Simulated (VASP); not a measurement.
Write the native input for VASP 6.6.1 that does the following.

```yaml
Task: single point
Functional: PBEsol
Potentials_or_basis: VASP PAW PBE potentials, release 64 (Pt, P)
Cutoff: 520 eV
k_mesh: 12 × 12 × 12
Occupations: gaussian, width 0.05 eV
Spin: no spin polarisation
Dipole_correction: no
Further_INCAR_settings: ALGO = Normal; EDIFF = 1e-07; NBANDS = 14
```

The structure of PPt lies in POSCAR:

```
PPt
1.0
    0.0000000000      2.6335001864      2.6335001864
    2.6335001864      0.0000000000      2.6335001864
    2.6335001864      2.6335001864      0.0000000000
Pt P
1 1
Direct
    0.0000000000      0.0000000000      0.0000000000
    0.2500000000      0.2500000000      0.2500000000
```

One way to write it, as run:

INCAR

```
PREC     = Accurate       # precision mode
ENCUT    = 520            # plane-wave cutoff, eV
EDIFF    = 1E-7           # SCF threshold, eV
ISMEAR   = 0              # smearing method
SIGMA    = 0.05           # smearing width, eV
LREAL    = F              # projectors in reciprocal space
LASPH    = T              # aspherical terms in the spheres
NELM     = 80             # most SCF steps
ALGO     = Normal         # electronic algorithm
ISIF     = 2              # what is computed and relaxed
LWAVE    = F              # write WAVECAR
LCHARG   = F              # write CHGCAR
GGA      = PS             # functional
NBANDS   = 14             # bands
```

KPOINTS

```
regular mesh
0
Gamma
  12 12 12
```

Potentials or basis: VASP PAW PBE potentials, release 64 (Pt, P).

The run is started by

```bash
$ cat potpaw_PBE.64/Pt/POTCAR potpaw_PBE.64/P/POTCAR > POTCAR
$ mpirun -np 1 vasp_std > vasp.out
```

It gave:

```
Pressure               : 3.2 GPa
Band gap on the k mesh : zero (an odd number of electrons rules out a gap without spin polarisation)
```

Caveat: the cell stands under pressure; the PAW data sets were made with another functional, which shifts forces and pressure a little; spin-orbit coupling is left out, which moves the levels of the heavy elements.

Run time: 62 s on 1 thread of Intel Xeon 8259CL (shared host), peak memory 0.18 GiB.
